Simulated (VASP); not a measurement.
# Rh (P6_3/mmc) in VASP: further runs

Runs on Rh. Level: PBEsol. Tasks: single point.

All numbers are computed with VASP 6.6.1; they aren't measurements. Logs are shortened: lines on timing, memory, paths and dates and some standing lists are left out, and cuts for length are marked.

## Step 1: The cell of the first run

Symmetry: P6_3/mmc, No. 194, hexagonal system. The conventional cell has a = 2.595 Å, b = 2.595 Å, c = 8.495 Å, α = 90.00°, β = 90.00°, γ = 120.00°. Rh (site symmetry -3m) has 12 Rh at 2.60 Å within 3.4 Å. Rh (site symmetry -6m2) has 12 Rh at 2.60 Å within 3.4 Å.

This isn't the form of Rh at room conditions, which is fcc.

## Step 2: Single point, PBEsol

Contents of INCAR:

```
PREC = Accurate ; ENCUT = 520
EDIFF = 1E-6 ; ISMEAR = 0
SIGMA = 0.15 ; LREAL = False
LASPH = True ; NELM = 80
ALGO = Fast ; ISIF = 2
LWAVE = False ; LCHARG = False
GGA = PS ; NBANDS = 38
```

Contents of KPOINTS:

```
Automatic mesh
0
Gamma
  18 18 6
```

Contents of POSCAR:

```
Rh
1.0
    2.5953000000      0.0000000000      0.0000000000
   -1.2976500000      2.2475957304      0.0000000000
    0.0000000000      0.0000000000      8.4948000000
Rh
4
Direct
    0.0000000000      0.0000000000      0.0000000000
    0.3333333333      0.6666666667      0.2500000000
    0.0000000000      0.0000000000      0.5000000000
    0.6666666667      0.3333333333      0.7500000000
```

Potentials or basis: VASP PAW PBE potentials, release 64 (Rh_pv).

Run with:

```
cat potpaw_PBE.64/Rh_pv/POTCAR > POTCAR
mpirun -np 1 vasp_std > vasp.out
```

OUTCAR:

```text
PREC = Accurate
   ENCUT = 520
   EDIFF = 1E-6
   ISMEAR = 0
   LREAL = False
   LASPH = True
   NELM = 80
   ISIF = 2
   GGA = PS

 ion  position               nearest neighbor table
   1  0.000  0.000  0.000-   2 2.60   4 2.60   2 2.60   4 2.60   4 2.60   2 2.60
   2  0.333  0.667  0.250-   1 2.60   3 2.60   1 2.60   3 2.60   1 2.60   3 2.60
   3  0.000  0.000  0.500-   2 2.60   4 2.60   2 2.60   4 2.60   4 2.60   2 2.60
   4  0.667  0.333  0.750-   1 2.60   3 2.60   1 2.60   3 2.60   1 2.60   3 2.60

  LATTYP: Found a hexagonal cell.
 ALAT       =     2.5953000000
 C/A-ratio  =     3.2731476130

  Lattice vectors:

 A1 = (   2.5953000000,   0.0000000000,   0.0000000000)
 A2 = (  -1.2976500000,   2.2475957304,   0.0000000000)
 A3 = (   0.0000000000,   0.0000000000,   8.4948000000)

Analysis of symmetry for initial positions (statically):
=====================================================================
 Subroutine PRICEL returns:
 Original cell was already a primitive cell.

 Routine SETGRP: Setting up the symmetry group for a
 hexagonal supercell.

 Subroutine GETGRP returns: Found 24 space group operations
 (whereof 12 operations were pure point group operations)
 out of a pool of 24 trial point group operations.

The static configuration has the point symmetry D_3d.
 The point group associated with its full space group is D_6h.

Analysis of symmetry for dynamics (positions and initial velocities):
=====================================================================
 Subroutine PRICEL returns:
 Original cell was already a primitive cell.

 Routine SETGRP: Setting up the symmetry group for a
 hexagonal supercell.

 Subroutine GETGRP returns: Found 24 space group operations
 (whereof 12 operations were pure point group operations)
 out of a pool of 24 trial point group operations.

The dynamic configuration has the point symmetry D_3d.
 The point group associated with its full space group is D_6h.

 Subroutine INISYM returns: Found 24 space group operations
 (whereof 12 operations are pure point group operations),
 and found     1 'primitive' translations

----------------------------------------------------------------------------------------

                                     Primitive cell

  volume of cell :      49.5517

  direct lattice vectors                    reciprocal lattice vectors
     2.595300000  0.000000000  0.000000000     0.385311910  0.222459935  0.000000000
    -1.297650000  2.247595730  0.000000000     0.000000000  0.444919870  0.000000000
     0.000000000  0.000000000  8.494800000     0.000000000  0.000000000  0.117719075

  length of vectors
     2.595300000  2.595300000  8.494800000     0.444919870  0.444919870  0.117719075

  position of ions in fractional coordinates (direct lattice)
     0.000000000  0.000000000  0.000000000
     0.333333333  0.666666667  0.250000000
     0.000000000  0.000000000  0.500000000
     0.666666667  0.333333333  0.750000000

  ion indices of the primitive-cell ions
   primitive index   ion index
                 1           1
                 2           2
                 3           3
                 4           4

----------------------------------------------------------------------------------------

 KPOINTS: Automatic mesh

Automatic generation of k-mesh.
 Grid dimensions read from file:
 generate k-points for:   18   18    6

 Generating k-lattice:

  Cartesian coordinates                     Fractional coordinates (reciprocal lattice)
     0.021406217  0.012358885  0.000000000     0.055555556  0.000000000  0.000000000
     0.000000000  0.024717771  0.000000000     0.000000000  0.055555556  0.000000000
     0.000000000  0.000000000  0.019619846     0.000000000  0.000000000  0.166666667

  Length of vectors
     0.024717771  0.024717771  0.019619846

  Shift w.r.t. Gamma in fractional coordinates (k-lattice)
     0.000000000  0.000000000  0.000000000

 Subroutine IBZKPT returns following result:
 ===========================================

 Found    148 irreducible k-points:

 Following reciprocal coordinates:
            Coordinates               Weight
  0.000000  0.000000  0.000000      1.000000
  0.055556 -0.000000  0.000000      6.000000
  0.111111 -0.000000  0.000000      6.000000
  0.166667  0.000000  0.000000      6.000000
  0.222222  0.000000  0.000000      6.000000
  0.277778  0.000000  0.000000      6.000000
[... 16 lines left out ...]
  0.333333  0.111111  0.000000     12.000000
  0.388889  0.111111  0.000000     12.000000
 [... further k-points ...]
   k-points           NKPTS =    148   k-points in BZ     NKDIM =    148   number of bands    NBANDS=     38
   number of dos      NEDOS =    301   number of ions     NIONS =      4
   total plane-waves  NPLWV =  25600
   dimension x,y,z NGX =    20 NGY =   20 NGZ =   64
   dimension x,y,z NGXF=    40 NGYF=   40 NGZF=  128
   ions per type =               4
   NGX,Y,Z   is equivalent  to a cutoff of  12.81, 12.81, 12.53 a.u.
   NGXF,Y,Z  is equivalent  to a cutoff of  25.62, 25.62, 25.05 a.u.
 SYSTEM =  unknown system
   PREC   = accura    normal or accurate (medium, high low for compatibility)
   ISTART =      0    job   : 0-new  1-cont  2-samecut
   ICHARG =      2    charge: 1-file 2-atom 10-const
   ISPIN  =      1    spin polarized calculation?
   LNONCOLLINEAR =      F non collinear calculations
   LSORBIT =      F    spin-orbit coupling
   LASPH  =      T    aspherical Exc in radial PAW
   ENCUT  =  520.0 eV  38.22 Ry    6.18 a.u.   4.83  4.83 15.79*2*pi/ulx,y,z
   NELM   =     80;   NELMIN=  2; NELMDL= -5     # of ELM steps
   EDIFF  = 0.1E-05   stopping-criterion for ELM
   LREAL  =      F    real-space projection
   EDIFFG = 0.1E-04   stopping-criterion for IOM
   NSW    =      0    number of steps for IOM
   IBRION =     -1    ionic relax: 0-MD 1-quasi-New 2-CG
   NFREE  =      0    steps in history (QN), initial steepest desc. (CG)
   ISIF   =      2    stress and relaxation
   ISYM   =      2    0-nonsym 1-usesym 2-fastsym
   POTIM  = 0.5000    time-step for ionic-motion
   TEBEG  =    0.0;   TEEND  =   0.0 temperature during run
   PSTRESS=    0.0 pullay stress
   NELECT =      60.0000    total number of electrons
   NUPDOWN=      -1.0000    fix difference up-down
   EMIN   =  10.00;   EMAX   =-10.00  energy-range for DOS
   EFERMI =   0.00;   METHOD = LEGACY
   ISMEAR =     0;   SIGMA  =   0.15  broadening in eV -4-tet -1-fermi 0-gaus
   EFERMI_NEDOS =   21; number of points for ismear=-14 and -15
   IALGO  =     68    algorithm
   IMIX   =      4    mixing-type and parameters
     AMIX     =   0.40;   BMIX     =  1.00
     AMIX_MAG =   1.60;   BMIX_MAG =  1.00
  volume/ion in A,a.u.               =      12.39        83.60
  Fermi-wavevector in a.u.,A,eV,Ry     =   1.744907  3.297396 41.425662  3.044700
  Thomas-Fermi vector in A             =   2.816696
   LORBIT       =      0    0 simple, 1 ext, 2 COOP (PROOUT), +10 PAW based schemes
   GGA     = PS    functional components
   LHFCALC =     F    Hartree Fock is set to
   AEXX    =    0.0000 exact exchange contribution
   IVDW    =     0    specifies the selected vdW correction
   LEPSILON=     F    determine dielectric tensor
   LRPA    =     F    only Hartree local field effects (RPA)
 non-spin polarized calculation
 RMM-DIIS sequential band-by-band and
 Gauss-broadening in eV      SIGMA  =   0.15
  energy-cutoff  :      520.00
  volume of cell :       49.55
 maximum number of plane-waves:      1362
 NGX is ok and might be reduce to    20
   NGX =  9   NGY =  9   NGZ = 31

 number of electron      59.9999981 magnetization

 Free energy of the ion-electron system (eV)
  ---------------------------------------------------
  ext. energy  EPLUGINS =         0.00000000
  ---------------------------------------------------
  free energy    TOTEN  =       -32.07832237 eV

  energy without entropy =      -32.02488736  energy(sigma->0) =      -32.05160486

 E-fermi :  13.8123     XC(G=0): -14.8995

 val. band max:       13.8040922085   @ k =   0.5000   0.0000   0.1667
 cond. band min:      13.8147981888   @ k =   0.2778   0.1111   0.0000
 fundamental gap:      0.0107059803
 Fermi energy:        13.8122867948

 k-point     1 :       0.0000    0.0000    0.0000
  band No.  band energies     occupation
      1     -33.7775      2.00000
      2     -33.2715      2.00000
      3     -33.2624      2.00000
      4     -32.8711      2.00000
      5     -32.8711      2.00000
      6     -32.8129      2.00000
[... 30 lines left out ...]
     37      23.4306      0.00000
     38      28.3233      0.00000

 k-point     2 :       0.0556   -0.0000    0.0000
  band No.  band energies     occupation
      1     -33.7672      2.00000
      2     -33.2736      2.00000
      3     -33.2650      2.00000
      4     -32.8958      2.00000
      5     -32.8789      2.00000
      6     -32.8318      2.00000
[... 30 lines left out ...]
     37      23.4026      0.00000
     38      28.5002      0.00000

 k-point     3 :       0.1111   -0.0000    0.0000
  band No.  band energies     occupation
      1     -33.7370      2.00000
      2     -33.2829      2.00000
      3     -33.2765      2.00000
      4     -32.9654      2.00000
      5     -32.9011      2.00000
      6     -32.8853      2.00000
[... 30 lines left out ...]
     37      23.3238      0.00000
     38      28.9638      0.00000

 k-point     4 :       0.1667    0.0000    0.0000
  band No.  band energies     occupation
      1     -33.6891      2.00000
      2     -33.3086      2.00000
      3     -33.3082      2.00000
      4     -33.0684      2.00000
      5     -32.9710      2.00000
      6     -32.9344      2.00000
[... 30 lines left out ...]
     37      23.2122      0.00000
     38      29.4985      0.00000
[... 703 lines left out ...]
      4     -33.4253      2.00000
      5     -33.3872      2.00000
      6     -33.1097      2.00000
[... 30 lines left out ...]
     37      23.2249      0.00000
     38      25.5383      0.00000

 k-point    23 :       0.3333    0.1111    0.0000
  band No.  band energies     occupation
      1     -33.6682      2.00000
      2     -33.6367      2.00000
      3     -33.5126      2.00000
      4     -33.4706      2.00000
      5     -33.3547      2.00000
      6     -33.1382      2.00000
[... 30 lines left out ...]
     37      24.0556      0.00000
     38      24.4284      0.00000

 k-point    24 :       0.3889    0.1111    0.0000
  band No.  band energies     occupation
      1     -33.7250      2.00000
      2     -33.6862      2.00000
      3     -33.5706      2.00000
      4     -33.5226      2.00000
      5     -33.2769      2.00000
      6     -33.1587      2.00000
[... 30 lines left out ...]
     37      24.2355      0.00000
     38      24.2584      0.00000

 [... further k-points ...]

------------------------ aborting loop because EDIFF is reached ----------------------------------------

  FORCE on cell =-STRESS in cart. coord.  units (eV):
  Direction    XX          YY          ZZ          XY          YZ          ZX
  --------------------------------------------------------------------------------------
  -------------------------------------------------------------------------------------
  Total       10.1850799     10.1850799      9.6779956      0.0000000      0.0000000     -0.0000000
  in kB      329.3184785    329.3184785    312.9227076      0.0000000      0.0000000     -0.0000000
  external PRESSURE =     323.8532216 kB  Pullay stress =       0.0000000 kB

 VOLUME and BASIS-vectors are now :
 -----------------------------------------------------------------------------
  energy-cutoff  :      520.00
  volume of cell :       49.55
      direct lattice vectors                 reciprocal lattice vectors
     2.595300000  0.000000000  0.000000000     0.385311910  0.222459935  0.000000000
    -1.297650000  2.247595730  0.000000000     0.000000000  0.444919870  0.000000000
     0.000000000  0.000000000  8.494800000     0.000000000  0.000000000  0.117719075

 POSITION                                       TOTAL-FORCE (eV/Angst)
 -----------------------------------------------------------------------------------
      0.00000      0.00000      0.00000         0.000000      0.000000      0.000000
     -0.00000      1.49840      2.12370        -0.000000      0.000000     -0.000000
      0.00000      0.00000      4.24740         0.000000      0.000000      0.000000
      1.29765      0.74920      6.37110         0.000000     -0.000000      0.000000
 -----------------------------------------------------------------------------------
    total drift:                                0.000000     -0.000000      0.000000

  FREE ENERGIE OF THE ION-ELECTRON SYSTEM (eV)
  ---------------------------------------------------
  free  energy   TOTEN  =       -32.0783223700 eV

  energy  without entropy=      -32.0248873594  energy(sigma->0) =      -32.05160486
```

It took 4.8 min on 1 thread of Intel Xeon Platinum 8375C at 2.90GHz (Ice Lake), shared host; peak memory 0.3 GiB.

What came out:

```
Free energy            : -32.0783 eV
Pressure               : 32.4 GPa
Band gap on the k mesh : zero (bands 30 and 31 overlap by 2.39 eV)
```

Caveat: the cell stands under pressure; the PAW data sets were made with another functional, which shifts forces and pressure a little.

(Part 1 of 2 ends here.)
